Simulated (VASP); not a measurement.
# C (I4_1/amd) in VASP: further runs

C is run at these levels: PBE; tasks: single point.

Program: VASP 6.6.1. These are calculated values, not measurements. Logs are shortened: lines on timing, memory, paths and dates and some standing lists are left out, and cuts for length are marked.

### 1 The cell of the first run

It takes space group I4_1/amd (No. 141, tetragonal). Conventional cell: a = 2.740 Å, b = 2.740 Å, c = 3.022 Å, α = 90.00°, β = 90.00°, γ = 90.00°. C (site symmetry -4m2) has 4 C at 1.56 Å within 2.1 Å.

### 2 Single point, PBE

Contents of INCAR:

```
PREC = Accurate ; ENCUT = 520
EDIFF = 1E-7 ; ISMEAR = 0
SIGMA = 0.05 ; LREAL = False
LASPH = True ; NELM = 100
ALGO = Normal ; ISIF = 2
LWAVE = False ; LCHARG = False
GGA = PE ; NBANDS = 11
```

Contents of KPOINTS:

```
regular mesh
0
Gamma
  12 12 12
```

Contents of POSCAR:

```
C
1.0
    0.0000000000      1.9373907776      1.5111648065
    1.9373907776      0.0000000000      1.5111648065
    1.9373907776      1.9373907776      0.0000000000
C
2
Direct
    0.5000000000      0.5000000000      0.5000000000
    0.7500000000      0.7500000000      0.7500000000
```

Potentials or basis: VASP PAW PBE potentials, release 64 (C).

Launch:

```sh
> cat potpaw_PBE.64/C/POTCAR > POTCAR
> mpirun -np 1 vasp_std > vasp.out
```

OUTCAR:

```text
PREC = Accurate
   ENCUT = 520
   EDIFF = 1E-7
   ISMEAR = 0
   LREAL = False
   LASPH = True
   NELM = 100
   ISIF = 2
   GGA = PE

 ion  position               nearest neighbor table
   1  0.500  0.500  0.500-   2 1.56   2 1.56   2 1.56   2 1.56
   2  0.750  0.750  0.750-   1 1.56   1 1.56   1 1.56   1 1.56

  LATTYP: Found a body centered tetragonal cell.
 ALAT       =     2.7398843133
 C/A-ratio  =     1.1030865786

  Lattice vectors:

 A1 = (   0.0000000000,  -1.9373907776,  -1.5111648065)
 A2 = (   0.0000000000,   1.9373907776,  -1.5111648065)
 A3 = (   1.9373907776,   0.0000000000,   1.5111648065)

Analysis of symmetry for initial positions (statically):
=====================================================================
 Subroutine PRICEL returns:
 Original cell was already a primitive cell.

 Routine SETGRP: Setting up the symmetry group for a
 body centered tetragonal supercell.

 Subroutine GETGRP returns: Found 16 space group operations
 (whereof  8 operations were pure point group operations)
 out of a pool of 16 trial point group operations.

The static configuration has the point symmetry D_2d.
 The point group associated with its full space group is D_4h.

Analysis of symmetry for dynamics (positions and initial velocities):
=====================================================================
 Subroutine PRICEL returns:
 Original cell was already a primitive cell.

 Routine SETGRP: Setting up the symmetry group for a
 body centered tetragonal supercell.

 Subroutine GETGRP returns: Found 16 space group operations
 (whereof  8 operations were pure point group operations)
 out of a pool of 16 trial point group operations.

The dynamic configuration has the point symmetry D_2d.
 The point group associated with its full space group is D_4h.

 Subroutine INISYM returns: Found 16 space group operations
 (whereof  8 operations are pure point group operations),
 and found     1 'primitive' translations

----------------------------------------------------------------------------------------

                                     Primitive cell

  volume of cell :      11.3443

  direct lattice vectors                    reciprocal lattice vectors
     0.000000000  1.937390778  1.511164807    -0.258079065  0.258079065  0.330870596
     1.937390778  0.000000000  1.511164807     0.258079065 -0.258079065  0.330870596
     1.937390778  1.937390778  0.000000000     0.258079065  0.258079065 -0.330870596

  length of vectors
[... 91 lines left out ...]
   TEBEG  =    0.0;   TEEND  =   0.0 temperature during run
   PSTRESS=    0.0 pullay stress
   NELECT =       8.0000    total number of electrons
   NUPDOWN=      -1.0000    fix difference up-down
   EMIN   =  10.00;   EMAX   =-10.00  energy-range for DOS
   EFERMI =   0.00;   METHOD = LEGACY
   ISMEAR =     0;   SIGMA  =   0.05  broadening in eV -4-tet -1-fermi 0-gaus
   EFERMI_NEDOS =   21; number of points for ismear=-14 and -15
   IALGO  =     38    algorithm
   IMIX   =      4    mixing-type and parameters
     AMIX     =   0.40;   BMIX     =  1.00
     AMIX_MAG =   1.60;   BMIX_MAG =  1.00
  volume/ion in A,a.u.               =       5.67        38.28
  Fermi-wavevector in a.u.,A,eV,Ry     =   1.457178  2.753668 28.890189  2.123369
  Thomas-Fermi vector in A             =   2.574010
   LORBIT       =      0    0 simple, 1 ext, 2 COOP (PROOUT), +10 PAW based schemes
   GGA     = PE    functional components
   LHFCALC =     F    Hartree Fock is set to
   AEXX    =    0.0000 exact exchange contribution
   IVDW    =     0    specifies the selected vdW correction
   LEPSILON=     F    determine dielectric tensor
   LRPA    =     F    only Hartree local field effects (RPA)
 non-spin polarized calculation
 Gauss-broadening in eV      SIGMA  =   0.05
  energy-cutoff  :      520.00
  volume of cell :       11.34
 maximum number of plane-waves:       329
   NGX =  9   NGY =  9   NGZ = 11

 number of electron       7.9999999 magnetization

 Free energy of the ion-electron system (eV)
  ---------------------------------------------------
  ext. energy  EPLUGINS =         0.00000000
  ---------------------------------------------------
  free energy    TOTEN  =       -17.07451115 eV

  energy without entropy =      -17.07441431  energy(sigma->0) =      -17.07446273

 E-fermi :  10.8135     XC(G=0): -13.3427

 val. band max:       10.8006033240   @ k =   0.0833   0.0000   0.0833
 cond. band min:      10.8704295605   @ k =   0.5000   0.4167   0.0000
 fundamental gap:      0.0698262365
 Fermi energy:        10.8135172516

 k-point     1 :       0.0000    0.0000    0.0000
  band No.  band energies     occupation
      1     -11.6656      2.00000
      2       8.8193      2.00000
      3       8.8193      2.00000
      4      11.7440      0.00000
      5      13.9961      0.00000
      6      16.9940      0.00000
      7      16.9940      0.00000
      8      22.4095      0.00000
      9      29.7488      0.00000
     10      30.4501      0.00000
     11      33.9128      0.00000
[... 309 lines left out ...]
 k-point    24 :      -0.4167    0.1667    0.0000
  band No.  band energies     occupation
      1      -5.8111      2.00000
      2      -1.6334      2.00000
      3       4.2573      2.00000
      4       6.6527      2.00000
      5      14.1110      0.00000
      6      19.6571      0.00000
      7      21.8453      0.00000
      8      23.3297      0.00000
      9      30.0869      0.00000
     10      33.1966      0.00000
     11      34.4347      0.00000

 [... further k-points ...]

------------------------ aborting loop because EDIFF is reached ----------------------------------------

  FORCE on cell =-STRESS in cart. coord.  units (eV):
  Direction    XX          YY          ZZ          XY          YZ          ZX
  --------------------------------------------------------------------------------------
  -------------------------------------------------------------------------------------
  Total       -3.6897003     -3.6897003      8.0108831      0.0000000     -0.0000000      0.0000000
  in kB     -521.1051858   -521.1051858   1131.3961400      0.0000000     -0.0000000      0.0000000
  external PRESSURE =      29.7285894 kB  Pullay stress =       0.0000000 kB

 VOLUME and BASIS-vectors are now :
 -----------------------------------------------------------------------------
  energy-cutoff  :      520.00
  volume of cell :       11.34
      direct lattice vectors                 reciprocal lattice vectors
     0.000000000  1.937390778  1.511164807    -0.258079065  0.258079065  0.330870596
     1.937390778  0.000000000  1.511164807     0.258079065 -0.258079065  0.330870596
     1.937390778  1.937390778  0.000000000     0.258079065  0.258079065 -0.330870596

 POSITION                                       TOTAL-FORCE (eV/Angst)
 -----------------------------------------------------------------------------------
      1.93739      1.93739      1.51116        -0.000000     -0.000000     -0.000000
      2.90609      2.90609      2.26675         0.000000      0.000000      0.000000
 -----------------------------------------------------------------------------------
    total drift:                                0.000000     -0.000000      0.000000

  FREE ENERGIE OF THE ION-ELECTRON SYSTEM (eV)
  ---------------------------------------------------
  free  energy   TOTEN  =       -17.0745111468 eV

  energy  without entropy=      -17.0744143116  energy(sigma->0) =      -17.07446273
```

OSZICAR:

```text
N       E                     dE             d eps       ncg     rms          rms(c)
DAV:   1     0.146177509672E+01    0.14618E+01   -0.48184E+03  3816   0.702E+02
DAV:   2    -0.172761944049E+02   -0.18738E+02   -0.18171E+02  4691   0.125E+02
DAV:   3    -0.176166532023E+02   -0.34046E+00   -0.33976E+00  4176   0.129E+01
DAV:   4    -0.176171740830E+02   -0.52088E-03   -0.52087E-03  3799   0.635E-01
DAV:   5    -0.176171746620E+02   -0.57893E-06   -0.57907E-06  4147   0.198E-02    0.526E+00
DAV:   6    -0.172096737344E+02    0.40750E+00   -0.21097E-01  3694   0.324E+00    0.313E+00
DAV:   7    -0.170732591017E+02    0.13641E+00   -0.25094E-01  3819   0.359E+00    0.706E-01
DAV:   8    -0.170744955885E+02   -0.12365E-02   -0.66382E-03  3775   0.632E-01    0.502E-02
DAV:   9    -0.170744971764E+02   -0.15879E-05   -0.68436E-05  4111   0.620E-02    0.209E-02
DAV:  10    -0.170745111428E+02   -0.13966E-04   -0.10859E-05  3823   0.305E-02    0.219E-03
DAV:  11    -0.170745111468E+02   -0.39397E-08   -0.66246E-08  3881   0.245E-03
   1 F= -.17074511E+02 E0= -.17074463E+02  d E =-.968351E-04
```

Run time: 15 s. Hardware: 1 thread of Intel Xeon Platinum 8488C (Sapphire Rapids), shared host; peak memory 0.12 GiB.

Results:

```
Free energy            : -17.0745 eV
Pressure               : 3.0 GPa
Band gap on the k mesh : zero (band 4 reaches 11.74 eV, above the bottom of band 5 at 10.19 eV)
```

### 3 Single point, PBE

This run uses another cell than the first one, of the same volume but with other edges.

Contents of INCAR:

```
SYSTEM = C
PREC = Accurate
ENCUT = 520
EDIFF = 1E-7
ISMEAR = 0
SIGMA = 0.05
LREAL = .FALSE.
LASPH = .TRUE.
NELM = 100
ALGO = Normal
ISIF = 2
LWAVE = .FALSE.
LCHARG = .FALSE.
GGA = PE
NBANDS = 11
```

Contents of KPOINTS:

```
regular mesh
0
G
  12 12 12
  0 0 0
```

Contents of POSCAR:

```
C
1.0
    0.0000000000      1.6340586673      2.1242762675
    1.6340586673      0.0000000000      2.1242762675
    1.6340586673      1.6340586673      0.0000000000
C
2
Direct
    0.5000000000      0.5000000000      0.5000000000
    0.7500000000      0.7500000000      0.7500000000
```

Potentials or basis: VASP PAW PBE potentials, release 64 (C).

Launch:

```sh
> cat potpaw_PBE.64/C/POTCAR > POTCAR
> mpirun -np 1 vasp_std > vasp.out
```

It took 11 s on 1 thread of Intel Xeon Platinum 8488C (Sapphire Rapids), shared host; peak memory 0.12 GiB.

Results (log left out):

| Quantity | Value |
| --- | --- |
| Free energy | -16.4313 eV |
| Pressure | 5.7 GPa |
| Band gap on the k mesh | 0.85 eV, indirect (least direct gap 2.79 eV) |

Stress tensor (GPa, compression positive):
```
 105.60    0.00    0.00
   0.00  105.60    0.00
   0.00    0.00 -194.20
```

Levels at points of the mesh, in eV from the valence-band top:
| k point | band 1 | band 2 | band 3 | band 4 | band 5 | band 6 | band 7 | band 8 | band 9 |
| --- | --- | --- | --- | --- | --- | --- | --- | --- | --- |
| (0.00, 0.00, 0.00) | -23.22 | -5.08 | 0.00 | 0.00 | 3.42 | 3.42 | 6.57 | 8.59 | 17.98 |
| (0.50, 0.00, 0.00) | -17.17 | -14.94 | -6.95 | -1.63 | 1.54 | 7.65 | 11.33 | 13.57 | 19.16 |
| (0.50, 0.50, 0.00) | -16.89 | -16.89 | -5.02 | -5.02 | 7.34 | 7.34 | 13.42 | 13.42 | 18.01 |
| (0.50, 0.00, 0.50) | -12.93 | -12.93 | -8.76 | -8.76 | 1.42 | 1.42 | 12.41 | 12.41 | 19.12 |

 A k mesh can miss the band edges.

### 4 Single point, PBE

This run uses another cell than the first one, of the same volume but with other edges.

Contents of INCAR:

```
PREC = Accurate
ENCUT = 520
EDIFF = 1E-6
ISMEAR = 0
SIGMA = 0.05
LREAL = False
LASPH = True
NELM = 100
ALGO = Normal
ISIF = 2
LWAVE = False
LCHARG = False
GGA = PE
NBANDS = 11
```

Contents of KPOINTS:

```
regular mesh
0
Gamma
  12 12 12
```

Contents of POSCAR:

```
C
1.0
    0.0000000000      1.8336628511      1.6869698230
    1.8336628511      0.0000000000      1.6869698230
    1.8336628511      1.8336628511      0.0000000000
C
2
Direct
    0.5000000000      0.5000000000      0.5000000000
    0.7500000000      0.7500000000      0.7500000000
```

Launch:

```sh
> cat potpaw_PBE.64/C/POTCAR > POTCAR
> mpirun -np 1 vasp_std > vasp.out
```

Run time: 17 s. Hardware: 1 thread of Intel Xeon Platinum 8488C (Sapphire Rapids), shared host; peak memory 0.13 GiB.

It converged, with:

* Free energy: -18.0416 eV
* Pressure: 2.5 GPa
* Band gap on the k mesh: 2.12 eV, indirect (least direct gap 4.21 eV)

Stress tensor (GPa, compression positive):
```
-21.04   0.00   0.00
  0.00 -21.04   0.00
  0.00   0.00  49.72
```

Levels at points of the mesh, in eV from the valence-band top:
```tsv
k point	band 2	band 3	band 4	band 5	band 6	band 7
(0.00, 0.00, 0.00)	-1.15	-1.15	0.00	4.21	5.24	5.24
(0.50, 0.00, 0.00)	-14.12	-4.25	-2.87	6.56	7.33	9.50
(0.50, 0.50, 0.00)	-12.64	-7.84	-7.84	2.73	2.73	16.27
(0.50, 0.00, 0.50)	-13.94	-6.59	-6.59	4.70	4.70	15.56
```

 A k mesh can miss the band edges.

### 5 Single point, PBE

This run uses another cell than the first one, of the same volume but with other edges.

Edit INCAR of step 4 so:

```diff
@@ -7,3 +7,3 @@
 LASPH = True
-NELM = 100
+NELM = 80
 ALGO = Normal
```

KPOINTS is that of step 4.

Contents of POSCAR:

```
C
1.0
    0.0000000000      2.0587849117      1.3382101926
    2.0587849117      0.0000000000      1.3382101926
    2.0587849117      2.0587849117      0.0000000000
C
2
Direct
    0.5000000000      0.5000000000      0.5000000000
    0.7500000000      0.7500000000      0.7500000000
```

Launch:

```sh
> cat potpaw_PBE.64/C/POTCAR > POTCAR
> mpirun -np 1 vasp_std > vasp.out
```

Run time: 15 s. Hardware: 1 thread of Intel Xeon Platinum 8488C (Sapphire Rapids), shared host; peak memory 0.12 GiB.

It converged, with:

```
Free energy            : -15.5068 eV
Pressure               : 2.0 GPa
Band gap on the k mesh : zero (band 4 reaches 13.03 eV, above the bottom of band 5 at 7.88 eV)
```

Stress tensor (GPa, compression positive):
```
-61.01   0.00   0.00
  0.00 -61.01   0.00
  0.00   0.00 128.04
```

Levels at points of the mesh, in eV from the Fermi level:
| k point | band 1 | band 2 | band 3 | band 4 | band 5 | band 6 | band 7 | band 8 | band 9 |
| --- | --- | --- | --- | --- | --- | --- | --- | --- | --- |
| (0.00, 0.00, 0.00) | -21.64 | -1.81 | -1.81 | 2.92 | 3.96 | 8.77 | 8.77 | 10.57 | 16.85 |
| (0.50, 0.00, 0.00) | -14.99 | -13.01 | -5.25 | -1.38 | 2.36 | 6.22 | 10.64 | 15.05 | 23.11 |
| (0.50, 0.50, 0.00) | -9.63 | -9.63 | -8.46 | -8.46 | -0.29 | -0.29 | 16.74 | 16.74 | 24.63 |
| (0.50, 0.00, 0.50) | -14.76 | -14.76 | -2.85 | -2.85 | 9.47 | 9.47 | 10.75 | 10.75 | 17.23 |

### 6 Single point, PBE

This run uses another cell than the first one, of the same volume but with other edges.

Contents of INCAR:

```
SYSTEM = C
ALGO     = Normal         ! electronic algorithm
EDIFF    = 1E-7           ! SCF threshold, eV
ENCUT    = 520            ! plane-wave cutoff, eV
GGA      = PE             ! functional
ISIF     = 2              ! what is computed and relaxed
ISMEAR   = 0              ! smearing method
LASPH    = .True.         ! aspherical terms in the spheres
LCHARG   = .False.        ! write CHGCAR
LREAL    = .False.        ! projectors in reciprocal space
LWAVE    = .False.        ! write WAVECAR
NBANDS   = 11             ! bands
NELM     = 100            ! most SCF steps
PREC     = Accurate       ! precision mode
SIGMA    = 0.05           ! smearing width, eV
```

Contents of KPOINTS:

```
k-points
0
Gamma
  12 12 12
  0 0 0
```

Contents of POSCAR:

```
C
1.0
    0.0000000000      1.5579434008      2.3369151012
    1.5579434008      0.0000000000      2.3369151012
    1.5579434008      1.5579434008      0.0000000000
C
2
Direct
    0.5000000000      0.5000000000      0.5000000000
    0.7500000000      0.7500000000      0.7500000000
```

Potentials or basis: VASP PAW PBE potentials, release 64 (C).

Launch:

```sh
> cat potpaw_PBE.64/C/POTCAR > POTCAR
> mpirun -np 1 vasp_std > vasp.out
```

Wall time 13 s (1 thread of Intel Xeon Platinum 8488C (Sapphire Rapids), shared host); peak memory 0.13 GiB.

Results (log left out):

```
Free energy            : -13.9176 eV
Pressure               : 11.6 GPa
Band gap on the k mesh : zero (band 4 reaches 13.02 eV, above the bottom of band 5 at 11.46 eV)
```

Stress tensor (GPa, compression positive):
```
 142.54    0.00    0.00
   0.00  142.54    0.00
   0.00    0.00 -250.26
```

Levels at points of the mesh, in eV from the Fermi level:
```tsv
k point	band 1	band 2	band 3	band 4	band 5	band 6	band 7	band 8	band 9
(0.00, 0.00, 0.00)	-23.56	-7.55	0.96	0.96	3.40	3.40	3.63	8.02	17.94
(0.50, 0.00, 0.00)	-17.13	-15.03	-8.36	-1.28	0.05	7.76	10.94	12.74	18.49
(0.50, 0.50, 0.00)	-18.25	-18.25	-3.36	-3.36	9.45	9.45	11.82	11.82	15.26
(0.50, 0.00, 0.50)	-12.18	-12.18	-9.01	-9.01	0.54	0.54	9.51	9.51	15.90
```

### 7 Overview

```tsv
cell	gap on the mesh (eV)	pressure (GPa)
a = 2.457, b = 2.457, c = 2.740 Å, angles 56.1, 56.1, 67.8°, 2 atoms	none	3.0
a = 2.680, b = 2.680, c = 2.311 Å, angles 64.5, 64.5, 51.1°, 2 atoms	0.85	5.7
a = 2.492, b = 2.492, c = 2.593 Å, angles 58.6, 58.6, 62.7°, 2 atoms	2.12	2.5
a = 2.455, b = 2.455, c = 2.912 Å, angles 53.6, 53.6, 72.7°, 2 atoms	none	2.0
a = 2.809, b = 2.809, c = 2.203 Å, angles 66.9, 66.9, 46.2°, 2 atoms	none	11.6
```

Alike in all rows: task single point; level PBE; potentials or basis VASP PAW PBE potentials, release 64 (C); no spin polarisation; k mesh 12 × 12 × 12; cutoff (eV) 520; smearing gaussian 0.05 eV.

Total energies depend on the potentials used, so only differences within one code and one set of settings carry meaning.
